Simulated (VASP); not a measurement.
# Be (P6_3/mmc) in VASP: notebook

Runs on Be. Level: revPBE. Tasks: single point.

Program: VASP 6.6.1. These are calculated values, not measurements. Logs are shortened: lines on timing, memory, paths and dates and some standing lists are left out, and cuts for length are marked.

## (1) The cell of the first run

Symmetry: P6_3/mmc, No. 194, hexagonal system. The conventional cell has a = 2.302 Å, b = 2.302 Å, c = 7.322 Å, α = 90.00°, β = 90.00°, γ = 120.00°. Within 3.0 Å of Be (site symmetry -3m) lie 12 Be at 2.26 to 2.30 Å. Be (site symmetry -6m2) has 12 Be at 2.26 to 2.30 Å within 3.0 Å.

## (2) Single point, revPBE (volume scaled by 1.04)

Contents of INCAR:

```
SYSTEM = Be
PREC = Accurate
ENCUT = 520
EDIFF = 1E-6
ISMEAR = -1
SIGMA = 0.1
LREAL = .FALSE.
LASPH = .TRUE.
NELM = 100
ALGO = Normal
ISIF = 2
LWAVE = .FALSE.
LCHARG = .TRUE.
GGA = RE
LELF = .TRUE.
LVHAR = .TRUE.
NBANDS = 12
```

Contents of KPOINTS:

```
regular mesh
0
G
  18 18 5
  0 0 0
```

Contents of POSCAR:

```
Be
1.0
    2.3018178213      0.0000000000      0.0000000000
   -1.1509089107      1.9934327081      0.0000000000
    0.0000000000      0.0000000000      7.3221758560
Be
4
Direct
    1.0000000000      1.0000000000      1.0000000000
    1.0000000000      1.0000000000      0.5000000000
    0.3333333333      0.6666666667      0.2500000000
    0.6666666667      0.3333333333      0.7500000000
```

Potentials or basis: VASP PAW PBE potentials, release 64 (Be).

Launch:

```bash
> cat potpaw_PBE.64/Be/POTCAR > POTCAR
> mpirun -np 1 vasp_std > vasp.out
```

OUTCAR:

```text
SYSTEM = Be
   PREC = Accurate
   ENCUT = 520
   EDIFF = 1E-6
   ISMEAR = -1
   LREAL = .FALSE.
   LASPH = .TRUE.
   NELM = 100
   ISIF = 2
   GGA = RE

 ion  position               nearest neighbor table
   1  0.000  0.000  0.000-   3 2.26   4 2.26   3 2.26   4 2.26   4 2.26   3 2.26
   2  0.000  0.000  0.500-   3 2.26   4 2.26   3 2.26   4 2.26   4 2.26   3 2.26
   3  0.333  0.667  0.250-   1 2.26   2 2.26   1 2.26   2 2.26   1 2.26   2 2.26
   4  0.667  0.333  0.750-   1 2.26   2 2.26   1 2.26   2 2.26   1 2.26   2 2.26

  LATTYP: Found a hexagonal cell.
 ALAT       =     2.3018178213
 C/A-ratio  =     3.1810405620

  Lattice vectors:

 A1 = (   2.3018178213,   0.0000000000,   0.0000000000)
 A2 = (  -1.1509089107,   1.9934327081,   0.0000000000)
 A3 = (   0.0000000000,   0.0000000000,   7.3221758560)

Analysis of symmetry for initial positions (statically):
=====================================================================
 Subroutine PRICEL returns:
 Original cell was already a primitive cell.

 Routine SETGRP: Setting up the symmetry group for a
 hexagonal supercell.

 Subroutine GETGRP returns: Found 24 space group operations
 (whereof 12 operations were pure point group operations)
 out of a pool of 24 trial point group operations.

The static configuration has the point symmetry D_3d.
 The point group associated with its full space group is D_6h.

Analysis of symmetry for dynamics (positions and initial velocities):
=====================================================================
 Subroutine PRICEL returns:
 Original cell was already a primitive cell.

 Routine SETGRP: Setting up the symmetry group for a
 hexagonal supercell.

 Subroutine GETGRP returns: Found 24 space group operations
 (whereof 12 operations were pure point group operations)
 out of a pool of 24 trial point group operations.

The dynamic configuration has the point symmetry D_3d.
 The point group associated with its full space group is D_6h.

 Subroutine INISYM returns: Found 24 space group operations
 (whereof 12 operations are pure point group operations),
 and found     1 'primitive' translations

----------------------------------------------------------------------------------------

                                     Primitive cell

  volume of cell :      33.5979

  direct lattice vectors                    reciprocal lattice vectors
     2.301817821  0.000000000  0.000000000     0.434439247  0.250823616  0.000000000
    -1.150908911  1.993432708  0.000000000     0.000000000  0.501647232  0.000000000
     0.000000000  0.000000000  7.322175856     0.000000000  0.000000000  0.136571426

  length of vectors
[... 95 lines left out ...]
   TEBEG  =    0.0;   TEEND  =   0.0 temperature during run
   PSTRESS=    0.0 pullay stress
   NELECT =       8.0000    total number of electrons
   NUPDOWN=      -1.0000    fix difference up-down
   EMIN   =  10.00;   EMAX   =-10.00  energy-range for DOS
   EFERMI =   0.00;   METHOD = LEGACY
   ISMEAR =    -1;   SIGMA  =   0.10  broadening in eV -4-tet -1-fermi 0-gaus
   EFERMI_NEDOS =   21; number of points for ismear=-14 and -15
   IALGO  =     38    algorithm
   IMIX   =      4    mixing-type and parameters
     AMIX     =   0.40;   BMIX     =  1.00
     AMIX_MAG =   1.60;   BMIX_MAG =  1.00
  volume/ion in A,a.u.               =       8.40        56.68
  Fermi-wavevector in a.u.,A,eV,Ry     =   1.014691  1.917489 14.008537  1.029598
  Thomas-Fermi vector in A             =   2.147934
   LORBIT       =      0    0 simple, 1 ext, 2 COOP (PROOUT), +10 PAW based schemes
   GGA     = RE    functional components
   LHFCALC =     F    Hartree Fock is set to
   AEXX    =    0.0000 exact exchange contribution
   IVDW    =     0    specifies the selected vdW correction
   LEPSILON=     F    determine dielectric tensor
   LRPA    =     F    only Hartree local field effects (RPA)
 non-spin polarized calculation
  energy-cutoff  :      520.00
  volume of cell :       33.60
 maximum number of plane-waves:       933
 NGX is ok and might be reduce to    18
   NGX =  9   NGY =  9   NGZ = 27

 number of electron       8.0000000 magnetization

 Free energy of the ion-electron system (eV)
  ---------------------------------------------------
  ext. energy  EPLUGINS =         0.00000000
  ---------------------------------------------------
  free energy    TOTEN  =       -14.08502331 eV

  energy without entropy =      -14.07396076  energy(sigma->0) =      -14.07949203

 E-fermi :   6.8333     XC(G=0): -10.4112

 val. band max:        6.8180086801   @ k =   0.3333   0.2778   0.2000
 cond. band min:       6.9693396554   @ k =   0.3333   0.2778   0.4000
 fundamental gap:      0.1513309753
 Fermi energy:         6.8332984981

 k-point     1 :       0.0000    0.0000    0.0000
  band No.  band energies     occupation
      1      -4.4447      2.00000
      2      -2.3588      2.00000
      3      -2.3358      2.00000
      4       2.3012      2.00000
      5       7.3328      0.01345
      6      16.5765      0.00000
      7      16.5794      0.00000
      8      22.2996      0.00000
      9      22.2996      0.00000
     10      23.4125      0.00000
     11      23.4147      0.00000
     12      23.7351      0.00000
[... 331 lines left out ...]
 k-point    24 :       0.3889    0.1111    0.0000
  band No.  band energies     occupation
      1       1.3343      2.00000
      2       2.9772      2.00000
      3       3.0514      2.00000
      4       4.9591      2.00000
      5       8.2137      0.00000
      6       8.4611      0.00000
      7      10.1143      0.00000
      8      12.0584      0.00000
      9      13.4517      0.00000
     10      14.0646      0.00000
     11      16.3504      0.00000
     12      17.1373      0.00000

 [... further k-points ...]
[... 5 lines left out ...]
  --------------------------------------------------------------------------------------
  -------------------------------------------------------------------------------------
  Total       -0.9301056     -0.9301056     -0.8485366      0.0000000     -0.0000000      0.0000000
  in kB      -44.3537316    -44.3537316    -40.4639702      0.0000000     -0.0000000      0.0000000
  external PRESSURE =     -43.0571444 kB  Pullay stress =       0.0000000 kB

 VOLUME and BASIS-vectors are now :
 -----------------------------------------------------------------------------
  energy-cutoff  :      520.00
  volume of cell :       33.60
      direct lattice vectors                 reciprocal lattice vectors
     2.301817821  0.000000000  0.000000000     0.434439247  0.250823616  0.000000000
    -1.150908911  1.993432708  0.000000000     0.000000000  0.501647232  0.000000000
     0.000000000  0.000000000  7.322175856     0.000000000  0.000000000  0.136571426

 POSITION                                       TOTAL-FORCE (eV/Angst)
 -----------------------------------------------------------------------------------
      0.00000      0.00000      0.00000        -0.000000     -0.000000      0.000000
      0.00000      0.00000      3.66109        -0.000000     -0.000000      0.000000
     -0.00000      1.32896      1.83054        -0.000000     -0.000000     -0.000000
      1.15091      0.66448      5.49163         0.000000      0.000000     -0.000000
 -----------------------------------------------------------------------------------
    total drift:                               -0.000000      0.000000     -0.000000

  FREE ENERGIE OF THE ION-ELECTRON SYSTEM (eV)
  ---------------------------------------------------
  free  energy   TOTEN  =       -14.0850233083 eV

  energy  without entropy=      -14.0739607591  energy(sigma->0) =      -14.07949203
```

OSZICAR:

```text
N       E                     dE             d eps       ncg     rms          rms(c)
DAV:   1     0.117363015178E+01    0.11736E+01   -0.35033E+03  2664   0.558E+02
DAV:   2    -0.137488686064E+02   -0.14922E+02   -0.14305E+02  3516   0.972E+01
DAV:   3    -0.141565610666E+02   -0.40769E+00   -0.40498E+00  3936   0.112E+01
DAV:   4    -0.141578491112E+02   -0.12880E-02   -0.12876E-02  3260   0.644E-01
DAV:   5    -0.141578529373E+02   -0.38262E-05   -0.38266E-05  3712   0.348E-02    0.160E+00
DAV:   6    -0.141056752299E+02    0.52178E-01   -0.64645E-03  3120   0.931E-01    0.978E-01
DAV:   7    -0.140850504038E+02    0.20625E-01   -0.64805E-03  3000   0.919E-01    0.267E-02
DAV:   8    -0.140850179576E+02    0.32446E-04   -0.97323E-05  3584   0.580E-02    0.112E-02
DAV:   9    -0.140850196783E+02   -0.17207E-05   -0.26762E-06  3560   0.105E-02    0.546E-03
DAV:  10    -0.140850230783E+02   -0.33999E-05   -0.11087E-06  3020   0.708E-03    0.402E-04
DAV:  11    -0.140850233083E+02   -0.23004E-06   -0.61592E-08  1928   0.194E-03
   1 F= -.14085023E+02 E0= -.14079492E+02  d E =-.110625E-01
```

Run time: 16 s. Hardware: 1 thread of Intel Xeon 6975P-C (Granite Rapids), shared host; peak memory 0.16 GiB.

What came out:

```
Free energy            : -14.0850 eV
Pressure               : -4.3 GPa
Band gap on the k mesh : zero (band 4 reaches 7.52 eV, above the bottom of band 5 at 6.20 eV)
```

Stress tensor (GPa, compression positive):
```
-4.44  0.00  0.00
 0.00 -4.44  0.00
 0.00  0.00 -4.05
```

Levels at points of the mesh, in eV from the Fermi level:
```csv
k point,band 1,band 2,band 3,band 4,band 5,band 6,band 7,band 8
"(0.00, 0.00, 0.00)",-11.28,-9.19,-9.17,-4.53,0.50,9.74,9.75,15.47
"(0.50, 0.00, 0.00)",-4.91,-4.03,-3.63,-2.78,0.87,0.88,3.92,5.60
```

Caveat: the cell differs from its parent crystal (volume scaled by 1.04); the PAW data sets were made with another functional, which shifts forces and pressure a little.

## (3) Single point, revPBE (volume scaled by 1.08)

Contents of INCAR:

```
SYSTEM = Be
  PREC = Accurate
  ENCUT = 520
  EDIFF = 1E-6
  ISMEAR = -1
  SIGMA = 0.1
  LREAL = .False.
  LASPH = .True.
  NELM = 80
  ALGO = Normal
  ISIF = 2
  LWAVE = .False.
  LCHARG = .False.
  GGA = RE
  NBANDS = 12
```

Contents of KPOINTS:

```
Automatic mesh
0
Gamma
  18 18 5
  0 0 0
```

Contents of POSCAR:

```
Be
1.0
    2.3309578492      0.0000000000      0.0000000000
   -1.1654789246      2.0186687125      0.0000000000
    0.0000000000      0.0000000000      7.4148714667
Be
4
Direct
    1.0000000000      1.0000000000      1.0000000000
    1.0000000000      1.0000000000      0.5000000000
    0.3333333333      0.6666666667      0.2500000000
    0.6666666667      0.3333333333      0.7500000000
```

Potentials or basis: VASP PAW PBE potentials, release 64 (Be).

Launch:

```bash
> cat potpaw_PBE.64/Be/POTCAR > POTCAR
> mpirun -np 1 vasp_std > vasp.out
```

Run time: 15 s. Hardware: 1 thread of Intel Xeon 6975P-C (Granite Rapids), shared host; peak memory 0.16 GiB.

It converged, with:

```
Free energy            : -14.0351 eV
Pressure               : -8.0 GPa
Band gap on the k mesh : zero (band 4 reaches 7.22 eV, above the bottom of band 5 at 5.93 eV)
```

Stress tensor (GPa, compression positive):
```
-7.93  0.00  0.00
 0.00 -7.93  0.00
 0.00  0.00 -8.04
```

Levels at points of the mesh, in eV from the Fermi level:
| k point | band 2 | band 3 | band 4 | band 5 | band 6 | band 7 |
| --- | --- | --- | --- | --- | --- | --- |
| (0.00, 0.00, 0.00) | -9.02 | -9.00 | -4.40 | 0.38 | 9.45 | 9.46 |
| (0.50, 0.00, 0.00) | -3.95 | -3.53 | -2.73 | 0.76 | 0.78 | 3.82 |

Caveat: the cell differs from its parent crystal (volume scaled by 1.08); the PAW data sets were made with another functional, which shifts forces and pressure a little.

## (4) Single point, revPBE (volume scaled by 1.12)

Contents of INCAR:

```
PREC = Accurate ; ENCUT = 520
EDIFF = 1E-6 ; ISMEAR = -1
SIGMA = 0.1 ; LREAL = False
LASPH = True ; NELM = 100
ALGO = Normal ; ISIF = 2
LWAVE = False ; LCHARG = False
GGA = RE ; NBANDS = 12
```

Contents of KPOINTS:

```
Automatic mesh
0
Gamma
  18 18 5
```

Contents of POSCAR:

```
Be
1.0
    2.3593869662      0.0000000000      0.0000000000
   -1.1796934831      2.0432890501      0.0000000000
    0.0000000000      0.0000000000      7.5053056412
Be
4
Direct
    1.0000000000      1.0000000000      1.0000000000
    1.0000000000      1.0000000000      0.5000000000
    0.3333333333      0.6666666667      0.2500000000
    0.6666666667      0.3333333333      0.7500000000
```

Launch:

```bash
> cat potpaw_PBE.64/Be/POTCAR > POTCAR
> mpirun -np 1 vasp_std > vasp.out
```

Run time: 15 s. Hardware: 1 thread of Intel Xeon 6975P-C (Granite Rapids), shared host; peak memory 0.16 GiB.

The run converged. Its results:

```
Free energy            : -13.9580 eV
Pressure               : -11.1 GPa
Band gap on the k mesh : zero (band 4 reaches 6.94 eV, above the bottom of band 5 at 5.66 eV)
```

Stress tensor (GPa, compression positive):
```
-10.89   0.00   0.00
  0.00 -10.89   0.00
  0.00   0.00 -11.40
```

Levels at points of the mesh, in eV from the Fermi level:
```tsv
k point	band 1	band 2	band 3	band 4	band 5	band 6	band 7	band 8	band 9
(0.00, 0.00, 0.00)	-10.88	-8.85	-8.83	-4.28	0.28	9.18	9.18	14.57	14.57
(0.50, 0.00, 0.00)	-4.66	-3.87	-3.43	-2.68	0.66	0.69	3.73	5.34	6.21
```

Caveat: the cell differs from its parent crystal (volume scaled by 1.12); the PAW data sets were made with another functional, which shifts forces and pressure a little.

## (5) Single point, revPBE

This run uses another cell than the first one, of 8.08 Å³/atom, 0.962 times its volume.

Contents of INCAR:

```
SYSTEM = Be
  ALGO = Normal
  EDIFF = 1E-6
  ENCUT = 520
  GGA = RE
  ISIF = 2
  ISMEAR = -1
  LASPH = .True.
  LCHARG = .False.
  LREAL = .False.
  LWAVE = .False.
  NBANDS = 12
  NELM = 80
  PREC = Accurate
  SIGMA = 0.1
```

Contents of KPOINTS:

```
k-points
0
Gamma
  21 21 6
  0 0 0
```

Contents of POSCAR:

```
Be
1.0
    2.2719206993      0.0000000000      0.0000000000
   -1.1359603497      1.9675410410      0.0000000000
    0.0000000000      0.0000000000      7.2270718984
Be
4
Direct
    1.0000000000      1.0000000000      1.0000000000
    1.0000000000      1.0000000000      0.5000000000
    0.3333333333      0.6666666667      0.2500000000
    0.6666666667      0.3333333333      0.7500000000
```

Potentials or basis: VASP PAW PBE potentials, release 64 (Be).

Launch:

```bash
> cat potpaw_PBE.64/Be/POTCAR > POTCAR
> mpirun -np 1 vasp_std > vasp.out
```

OUTCAR:

```text
SYSTEM = Be
   EDIFF = 1E-6
   ENCUT = 520
   GGA = RE
   ISIF = 2
   ISMEAR = -1
   LASPH = .True.
   LREAL = .False.
   NELM = 80
   PREC = Accurate

 ion  position               nearest neighbor table
   1  0.000  0.000  0.000-   3 2.23   4 2.23   4 2.23   3 2.23   4 2.23   3 2.23
   2  0.000  0.000  0.500-   3 2.23   4 2.23   4 2.23   3 2.23   4 2.23   3 2.23
   3  0.333  0.667  0.250-   1 2.23   2 2.23   1 2.23   2 2.23   1 2.23   2 2.23
   4  0.667  0.333  0.750-   1 2.23   2 2.23   1 2.23   2 2.23   1 2.23   2 2.23

  LATTYP: Found a hexagonal cell.
 ALAT       =     2.2719206993
 C/A-ratio  =     3.1810405621
[... 560 lines left out ...]
  --------------------------------------------------------------------------------------
  -------------------------------------------------------------------------------------
  Total       -0.0190907     -0.0190907      0.0709532      0.0000000     -0.0000000      0.0000000
  in kB       -0.9467894     -0.9467894      3.5188702      0.0000000     -0.0000000      0.0000000
  external PRESSURE =       0.5417638 kB  Pullay stress =       0.0000000 kB

 VOLUME and BASIS-vectors are now :
 -----------------------------------------------------------------------------
  energy-cutoff  :      520.00
  volume of cell :       32.31
      direct lattice vectors                 reciprocal lattice vectors
     2.271920699  0.000000000  0.000000000     0.440156208  0.254124305  0.000000000
    -1.135960350  1.967541041  0.000000000     0.000000000  0.508248610  0.000000000
     0.000000000  0.000000000  7.227071898     0.000000000  0.000000000  0.138368625

 POSITION                                       TOTAL-FORCE (eV/Angst)
 -----------------------------------------------------------------------------------
      0.00000      0.00000      0.00000        -0.000000      0.000000     -0.000000
      0.00000      0.00000      3.61354        -0.000000      0.000000     -0.000000
     -0.00000      1.31169      1.80677        -0.000000      0.000000     -0.000000
      1.13596      0.65585      5.42030         0.000000     -0.000000      0.000000
 -----------------------------------------------------------------------------------
    total drift:                               -0.000000      0.000000     -0.000000

  FREE ENERGIE OF THE ION-ELECTRON SYSTEM (eV)
  ---------------------------------------------------
  free  energy   TOTEN  =       -14.1029731579 eV

  energy  without entropy=      -14.0920526743  energy(sigma->0) =      -14.09751292
```

stdout:

```text
POSCAR found type information on POSCAR Be
 POSCAR found :  1 types and       4 ions
 scaLAPACK will be used
 -----------------------------------------------------------------------------
|                                                                             |
|                                                                             |
|     You enforced a specific xc type in the INCAR file but a different       |
|     I HOPE YOU KNOW WHAT YOU ARE DOING!                                     |
|                                                                             |
 -----------------------------------------------------------------------------

 LDA part: xc-table for (Slater+PW92), standard interpolation
 POSCAR, INCAR and KPOINTS ok, starting setup
 FFT: planning ... GRIDC
 FFT: planning ... GRID_SOFT
 FFT: planning ... GRID
 WAVECAR not read
 entering main loop
```

Run time: 24 s. Hardware: 1 thread of Intel Xeon 6975P-C (Granite Rapids), shared host; peak memory 0.18 GiB.

Results:

```
Free energy            : -14.1030 eV
Pressure               : 0.1 GPa
Band gap on the k mesh : zero (band 4 reaches 8.08 eV, above the bottom of band 5 at 6.48 eV)
```

Caveat: the PAW data sets were made with another functional, which shifts forces and pressure a little.

## (6) Summary

```tsv
cell	k mesh	gap on the mesh (eV)	pressure (GPa)
a = 2.302, b = 2.302, c = 7.322 Å, angles 90.0, 90.0, 120.0°, 4 atoms	18 × 18 × 5	none	-4.3
a = 2.331, b = 2.331, c = 7.415 Å, angles 90.0, 90.0, 120.0°, 4 atoms	18 × 18 × 5	none	-8.0
a = 2.359, b = 2.359, c = 7.505 Å, angles 90.0, 90.0, 120.0°, 4 atoms	18 × 18 × 5	none	-11.1
a = 2.272, b = 2.272, c = 7.227 Å, angles 90.0, 90.0, 120.0°, 4 atoms	21 × 21 × 6	none	0.1
```

Alike in all rows: task single point; level revPBE; potentials or basis VASP PAW PBE potentials, release 64 (Be); no spin polarisation; cutoff (eV) 520; smearing fermi-dirac 0.1 eV.

Caveats: the PAW data sets were made with another functional, which shifts forces and pressure a little.

Absolute energies hang on the potentials; compare differences alone.
